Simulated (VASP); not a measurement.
Runs of VASP 6.6.1 on MnBr3. The structure is that of space group Pm-3m (No. 221), or close to it. The cells are those of the table. 

| cell | gap on the mesh (eV) | pressure (GPa) | moment (μB) |
| --- | --- | --- | --- |
| a = 5.025 Å, 4 atoms | none | -0.6 | 4.17 |
| a = 4.959 Å, 4 atoms | none | 0.9 | 4.16 |
| a = 4.925 Å, 4 atoms | none | (b) | (a) |
| a = 4.992 Å, 4 atoms | none | 0.1 | 4.17 |

Alike in all rows: task single point; level PBEsol; potentials or basis VASP PAW PBE potentials, release 64 (Mn_pv, Br); spin collinear, ferromagnetic start; k mesh 6 × 6 × 6; cutoff (eV) 520; smearing gaussian 0.05 eV.

**Question.** Estimate the missing entries.

**Answer.** (a) 4.15; (b) 1.7.

Caveats: the PAW data sets were made with another functional, which shifts forces and pressure a little; semilocal functionals often make such compounds metallic where correlation or magnetic order opens a gap, which also shifts bond lengths.

A k mesh can miss the band edges, and the runs leave out spin-orbit coupling on Br.

A gap of «none» marks levels without a gap at the run's occupations.
